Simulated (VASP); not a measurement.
# LiF (Imm2) in VASP: a series of runs

Runs on LiF. Level: PBEsol. Tasks: single point.

Program: VASP 6.6.1. These are calculated values, not measurements. Logs are shortened: lines on timing, memory, paths and dates and some standing lists are left out, and cuts for length are marked.

## Step 1: The cell of the first run

It takes space group Imm2 (No. 44, orthorhombic). Conventional cell: a = 2.848 Å, b = 4.028 Å, c = 2.848 Å, α = 90.00°, β = 90.00°, γ = 90.00°. Within 2.6 Å of Li (site symmetry mm2) lie 6 F at 1.99 to 2.04 Å. Within 2.6 Å of F (site symmetry mm2) lie 6 Li at 1.99 to 2.04 Å.

## Step 2: Single point, PBEsol

INCAR

```
ALGO = Normal
EDIFF = 1E-6
ENCUT = 520
GGA = PS
ISIF = 2
ISMEAR = 0
LASPH = True
LCHARG = False
LREAL = False
LWAVE = False
NBANDS = 12
NELM = 80
PREC = Accurate
SIGMA = 0.05
```

KPOINTS

```
k-points
0
Gamma
  10 10 10
```

POSCAR

```
LiF
1.0
    0.0000000000      2.0140000000      2.0140000000
    2.0140000000      0.0000000000      2.0140000000
    2.0140000000      2.0140000000      0.0000000000
Li F
1 1
Direct
   -0.0131660895      0.0000000000      0.0000000000
    0.5000000000      0.5000000000      0.5000000000
```

Potentials or basis: VASP PAW PBE potentials, release 64 (Li_sv, F).

Run with:

```console
> cat potpaw_PBE.64/Li_sv/POTCAR potpaw_PBE.64/F/POTCAR > POTCAR
> mpirun -np 1 vasp_std > vasp.out
```

OUTCAR:

```text
EDIFF = 1E-6
   ENCUT = 520
   GGA = PS
   ISIF = 2
   ISMEAR = 0
   LASPH = True
   LREAL = False
   NELM = 80
   PREC = Accurate

 ion  position               nearest neighbor table
   1  0.987  0.000  0.000-   2 1.99   2 1.99   2 2.01   2 2.01   2 2.04   2 2.04
   2  0.500  0.500  0.500-   1 1.99   1 1.99   1 2.01   1 2.01   1 2.04   1 2.04

  LATTYP: Found a face centered cubic cell.
 ALAT       =     4.0280000000

  Lattice vectors:

 A1 = (   0.0000000000,   2.0140000000,   2.0140000000)
 A2 = (   2.0140000000,   0.0000000000,   2.0140000000)
 A3 = (   2.0140000000,   2.0140000000,   0.0000000000)

Analysis of symmetry for initial positions (statically):
=====================================================================
 Subroutine PRICEL returns:
 Original cell was already a primitive cell.

 Routine SETGRP: Setting up the symmetry group for a
 face centered cubic supercell.

 Subroutine GETGRP returns: Found  4 space group operations
 (whereof  4 operations were pure point group operations)
 out of a pool of 48 trial point group operations.

The static configuration has the point symmetry C_2v.

Analysis of symmetry for dynamics (positions and initial velocities):
=====================================================================
 Subroutine PRICEL returns:
 Original cell was already a primitive cell.

 Routine SETGRP: Setting up the symmetry group for a
 face centered cubic supercell.

 Subroutine GETGRP returns: Found  4 space group operations
 (whereof  4 operations were pure point group operations)
 out of a pool of 48 trial point group operations.

The dynamic configuration has the point symmetry C_2v.

 Subroutine INISYM returns: Found  4 space group operations
 (whereof  4 operations are pure point group operations),
 and found     1 'primitive' translations

----------------------------------------------------------------------------------------

                                     Primitive cell

  volume of cell :      16.3384

  direct lattice vectors                    reciprocal lattice vectors
     0.000000000  2.014000000  2.014000000    -0.248262165  0.248262165  0.248262165
     2.014000000  0.000000000  2.014000000     0.248262165 -0.248262165  0.248262165
     2.014000000  2.014000000  0.000000000     0.248262165  0.248262165 -0.248262165

  length of vectors
     2.848226115  2.848226115  2.848226115     0.430002683  0.430002683  0.430002683

  position of ions in fractional coordinates (direct lattice)
     0.986833911  0.000000000  0.000000000
     0.500000000  0.500000000  0.500000000

  ion indices of the primitive-cell ions
   primitive index   ion index
                 1           1
                 2           2

----------------------------------------------------------------------------------------

 KPOINTS: k-points

Automatic generation of k-mesh.
 Grid dimensions read from file:
 generate k-points for:   10   10   10

 Generating k-lattice:

  Cartesian coordinates                     Fractional coordinates (reciprocal lattice)
    -0.024826216  0.024826216  0.024826216     0.100000000  0.000000000  0.000000000
     0.024826216 -0.024826216  0.024826216     0.000000000  0.100000000  0.000000000
     0.024826216  0.024826216 -0.024826216     0.000000000  0.000000000  0.100000000

  Length of vectors
     0.043000268  0.043000268  0.043000268

  Shift w.r.t. Gamma in fractional coordinates (k-lattice)
     0.000000000  0.000000000  0.000000000

 Subroutine IBZKPT returns following result:
 ===========================================

 Found    171 irreducible k-points:

 Following reciprocal coordinates:
            Coordinates               Weight
  0.000000  0.000000  0.000000      1.000000
  0.100000  0.000000  0.000000      4.000000
  0.000000  0.100000  0.000000      4.000000
  0.200000  0.000000  0.000000      4.000000
  0.000000  0.200000  0.000000      4.000000
  0.300000  0.000000  0.000000      4.000000
[... 16 lines left out ...]
  0.000000  0.400000  0.100000      4.000000
  0.100000  0.000000  0.400000      8.000000
 [... further k-points ...]
   k-points           NKPTS =    171   k-points in BZ     NKDIM =    171   number of bands    NBANDS=     12
   number of dos      NEDOS =    301   number of ions     NIONS =      2
   total plane-waves  NPLWV =  13824
   dimension x,y,z NGX =    24 NGY =   24 NGZ =   24
   dimension x,y,z NGXF=    48 NGYF=   48 NGZF=   48
   ions per type =               1   1
   NGX,Y,Z   is equivalent  to a cutoff of  14.01, 14.01, 14.01 a.u.
   NGXF,Y,Z  is equivalent  to a cutoff of  28.02, 28.02, 28.02 a.u.
 SYSTEM =  unknown system
   PREC   = accura    normal or accurate (medium, high low for compatibility)
   ISTART =      0    job   : 0-new  1-cont  2-samecut
   ICHARG =      2    charge: 1-file 2-atom 10-const
   ISPIN  =      1    spin polarized calculation?
   LNONCOLLINEAR =      F non collinear calculations
   LSORBIT =      F    spin-orbit coupling
   LASPH  =      T    aspherical Exc in radial PAW
   ENCUT  =  520.0 eV  38.22 Ry    6.18 a.u.   5.30  5.30  5.30*2*pi/ulx,y,z
   NELM   =     80;   NELMIN=  2; NELMDL= -5     # of ELM steps
   EDIFF  = 0.1E-05   stopping-criterion for ELM
   LREAL  =      F    real-space projection
   EDIFFG = 0.1E-04   stopping-criterion for IOM
   NSW    =      0    number of steps for IOM
   IBRION =     -1    ionic relax: 0-MD 1-quasi-New 2-CG
   NFREE  =      0    steps in history (QN), initial steepest desc. (CG)
   ISIF   =      2    stress and relaxation
   ISYM   =      2    0-nonsym 1-usesym 2-fastsym
   POTIM  = 0.5000    time-step for ionic-motion
   TEBEG  =    0.0;   TEEND  =   0.0 temperature during run
   PSTRESS=    0.0 pullay stress
   NELECT =      10.0000    total number of electrons
   NUPDOWN=      -1.0000    fix difference up-down
   EMIN   =  10.00;   EMAX   =-10.00  energy-range for DOS
   EFERMI =   0.00;   METHOD = LEGACY
   ISMEAR =     0;   SIGMA  =   0.05  broadening in eV -4-tet -1-fermi 0-gaus
   EFERMI_NEDOS =   21; number of points for ismear=-14 and -15
   IALGO  =     38    algorithm
   IMIX   =      4    mixing-type and parameters
     AMIX     =   0.40;   BMIX     =  1.00
     AMIX_MAG =   1.60;   BMIX_MAG =  1.00
  volume/ion in A,a.u.               =       8.17        55.13
  Fermi-wavevector in a.u.,A,eV,Ry     =   1.389970  2.626662 26.286674  1.932016
  Thomas-Fermi vector in A             =   2.513950
   LORBIT       =      0    0 simple, 1 ext, 2 COOP (PROOUT), +10 PAW based schemes
   GGA     = PS    functional components
   LHFCALC =     F    Hartree Fock is set to
   AEXX    =    0.0000 exact exchange contribution
   IVDW    =     0    specifies the selected vdW correction
   LEPSILON=     F    determine dielectric tensor
   LRPA    =     F    only Hartree local field effects (RPA)
 non-spin polarized calculation
 Gauss-broadening in eV      SIGMA  =   0.05
  energy-cutoff  :      520.00
  volume of cell :       16.34
 maximum number of plane-waves:       459
 NGX is ok and might be reduce to    24
   NGX = 11   NGY = 11   NGZ = 11

 number of electron      10.0000000 magnetization

 number of electron       9.9999997 magnetization

 Free energy of the ion-electron system (eV)
  ---------------------------------------------------
  ext. energy  EPLUGINS =         0.00000000
  ---------------------------------------------------
  free energy    TOTEN  =        -9.85069355 eV

  energy without entropy =       -9.85069355  energy(sigma->0) =       -9.85069355

 E-fermi :  -0.6678     XC(G=0): -10.2017

 val. band max:       -1.1081583654   @ k =   0.0000   0.0000   0.0000
 cond. band min:       7.8050045862   @ k =   0.0000   0.0000   0.0000
 fundamental gap:      8.9131629515
 Fermi energy:        -0.6678419303

 k-point     1 :       0.0000    0.0000    0.0000
  band No.  band energies     occupation
      1     -41.3157      2.00000
      2     -20.9732      2.00000
      3      -1.1109      2.00000
      4      -1.1083      2.00000
      5      -1.1082      2.00000
      6       7.8050      0.00000
      7      22.5813      0.00000
      8      22.5870      0.00000
      9      22.7216      0.00000
     10      23.0005      0.00000
     11      23.1439      0.00000
     12      23.1443      0.00000

 k-point     2 :       0.1000    0.0000    0.0000
  band No.  band energies     occupation
      1     -41.3094      2.00000
      2     -20.9330      2.00000
      3      -1.4020      2.00000
      4      -1.1343      2.00000
      5      -1.1316      2.00000
      6       8.1014      0.00000
      7      19.9607      0.00000
      8      21.4320      0.00000
      9      21.4469      0.00000
     10      24.0169      0.00000
     11      24.0657      0.00000
     12      24.1775      0.00000

 k-point     3 :       0.0000    0.1000    0.0000
  band No.  band energies     occupation
      1     -41.3094      2.00000
      2     -20.9331      2.00000
      3      -1.4036      2.00000
      4      -1.1326      2.00000
      5      -1.1314      2.00000
      6       8.1010      0.00000
      7      19.9642      0.00000
      8      21.4359      0.00000
      9      21.4462      0.00000
     10      23.9513      0.00000
     11      24.0755      0.00000
     12      24.2276      0.00000
[... 286 lines left out ...]
 k-point    23 :       0.0000    0.4000    0.1000
  band No.  band energies     occupation
      1     -41.2594      2.00000
      2     -20.5777      2.00000
      3      -3.2849      2.00000
      4      -1.4781      2.00000
      5      -1.4411      2.00000
      6       9.8449      0.00000
      7      15.3769      0.00000
      8      17.9678      0.00000
      9      18.3115      0.00000
     10      25.3795      0.00000
     11      29.4842      0.00000
     12      29.6732      0.00000

 k-point    24 :       0.1000    0.0000    0.4000
  band No.  band energies     occupation
      1     -41.2594      2.00000
      2     -20.5778      2.00000
      3      -3.2845      2.00000
      4      -1.4772      2.00000
      5      -1.4421      2.00000
      6       9.8454      0.00000
      7      15.3691      0.00000
      8      18.0376      0.00000
      9      18.2480      0.00000
     10      25.3878      0.00000
     11      29.4692      0.00000
     12      29.6719      0.00000

 [... further k-points ...]
[... 5 lines left out ...]
  --------------------------------------------------------------------------------------
  -------------------------------------------------------------------------------------
  Total       -0.1328741     -0.1220245     -0.1220245      0.0000000     -0.0012539      0.0000000
  in kB      -13.0299426    -11.9660024    -11.9660024      0.0000000     -0.1229565      0.0000000
  external PRESSURE =     -12.3206491 kB  Pullay stress =       0.0000000 kB

 VOLUME and BASIS-vectors are now :
 -----------------------------------------------------------------------------
  energy-cutoff  :      520.00
  volume of cell :       16.34
      direct lattice vectors                 reciprocal lattice vectors
     0.000000000  2.014000000  2.014000000    -0.248262165  0.248262165  0.248262165
     2.014000000  0.000000000  2.014000000     0.248262165 -0.248262165  0.248262165
     2.014000000  2.014000000  0.000000000     0.248262165  0.248262165 -0.248262165

 POSITION                                       TOTAL-FORCE (eV/Angst)
 -----------------------------------------------------------------------------------
      0.00000      1.98748      1.98748         0.000000      0.044567      0.044567
      2.01400      2.01400      2.01400        -0.000000     -0.044567     -0.044567
 -----------------------------------------------------------------------------------
    total drift:                               -0.000001      0.000207      0.000207

  FREE ENERGIE OF THE ION-ELECTRON SYSTEM (eV)
  ---------------------------------------------------
  free  energy   TOTEN  =        -9.8506935525 eV

  energy  without entropy=       -9.8506935525  energy(sigma->0) =       -9.85069355
```

It took 24 s on 1 thread of Intel Xeon 6975P-C, shared host; peak memory 0.15 GiB.

Results:

```yaml
Free_energy: -9.8507 eV
Largest_force: 0.063 eV/Å
Band_gap_on_the_k_mesh: 8.91 eV, direct
```

Forces in eV/Å, atoms in the order of the input:
```
Li   0.000  0.045  0.045
F    0.000 -0.045 -0.045
```

Levels at points of the mesh, in eV from the valence-band top:
| k point | band 1 | band 2 | band 3 | band 4 | band 5 | band 6 | band 7 | band 8 | band 9 | band 10 |
| --- | --- | --- | --- | --- | --- | --- | --- | --- | --- | --- |
| (0.00, 0.00, 0.00) | -40.21 | -19.86 | 0.00 | 0.00 | 0.00 | 8.91 | 23.69 | 23.70 | 23.83 | 24.11 |
| (0.50, 0.00, 0.00) | -40.14 | -19.42 | -2.56 | -0.23 | -0.23 | 10.58 | 16.55 | 18.75 | 18.75 | 30.19 |
| (0.00, 0.50, 0.00) | -40.14 | -19.42 | -2.56 | -0.23 | -0.23 | 10.57 | 16.54 | 18.75 | 18.77 | 30.18 |
| (0.50, 0.50, 0.00) | -40.13 | -19.15 | -3.06 | -1.01 | -1.01 | 14.62 | 16.18 | 17.32 | 20.09 | 20.11 |
| (0.00, 0.50, 0.50) | -40.13 | -19.15 | -3.06 | -1.02 | -1.01 | 14.63 | 16.18 | 17.30 | 20.09 | 20.15 |

Caveat: the cell differs from its parent crystal (all Li atoms moved +0.037 Å, as atom 1 towards its neighbour atom 1 (Li) at 2.848 Å); the cutoff is under 1.25 times the usual one of these potentials, so pressure, stress and relaxed cells hold a basis-set (Pulay) error; the PAW data sets were made with another functional, which shifts forces and pressure a little. A k mesh can miss the band edges.

## Step 3: Single point, PBEsol

INCAR

```
SYSTEM = LiF
  PREC = Accurate
  ENCUT = 520
  EDIFF = 1E-7
  ISMEAR = 0
  SIGMA = 0.05
  LREAL = .False.
  LASPH = .True.
  NELM = 60
  ALGO = Normal
  ISIF = 2
  LWAVE = .False.
  LCHARG = .False.
  GGA = PS
  NBANDS = 12
```

KPOINTS

```
regular mesh
0
Gamma
  10 10 10
  0 0 0
```

Changes to POSCAR since step 2:

```diff
@@ -8,3 +8,3 @@
 Direct
-   -0.0131660895      0.0000000000      0.0000000000
+   -0.0043886965      0.0000000000      0.0000000000
     0.5000000000      0.5000000000      0.5000000000
```

Potentials or basis: VASP PAW PBE potentials, release 64 (Li_sv, F).

Run with:

```console
> cat potpaw_PBE.64/Li_sv/POTCAR potpaw_PBE.64/F/POTCAR > POTCAR
> mpirun -np 1 vasp_std > vasp.out
```

It took 26 s on 1 thread of Intel Xeon 6975P-C, shared host; peak memory 0.15 GiB.

The run converged. Its results:

* Free energy: -9.8517 eV
* Largest force: 0.021 eV/Å
* Band gap on the k mesh: 8.92 eV, direct

Forces in eV/Å, atoms in the order of the input:
```
Li   0.000  0.015  0.015
F    0.000 -0.015 -0.015
```

Levels at points of the mesh, in eV from the valence-band top:
```tsv
k point	band 1	band 2	band 3	band 4	band 5	band 6	band 7	band 8	band 9	band 10
(0.00, 0.00, 0.00)	-40.21	-19.86	0.00	0.00	0.00	8.92	23.80	23.81	23.83	24.11
(0.50, 0.00, 0.00)	-40.14	-19.42	-2.56	-0.23	-0.23	10.57	16.56	18.74	18.74	30.20
(0.00, 0.50, 0.00)	-40.14	-19.42	-2.56	-0.23	-0.23	10.57	16.55	18.74	18.75	30.20
(0.50, 0.50, 0.00)	-40.13	-19.15	-3.06	-1.01	-1.01	14.63	16.19	17.33	20.08	20.09
(0.00, 0.50, 0.50)	-40.13	-19.15	-3.06	-1.01	-1.01	14.63	16.19	17.33	20.08	20.09
```

Caveat: the cell differs from its parent crystal (all Li atoms moved +0.013 Å, as atom 1 towards its neighbour atom 1 (Li) at 2.848 Å); the cutoff is under 1.25 times the usual one of these potentials, so pressure, stress and relaxed cells hold a basis-set (Pulay) error; the PAW data sets were made with another functional, which shifts forces and pressure a little.
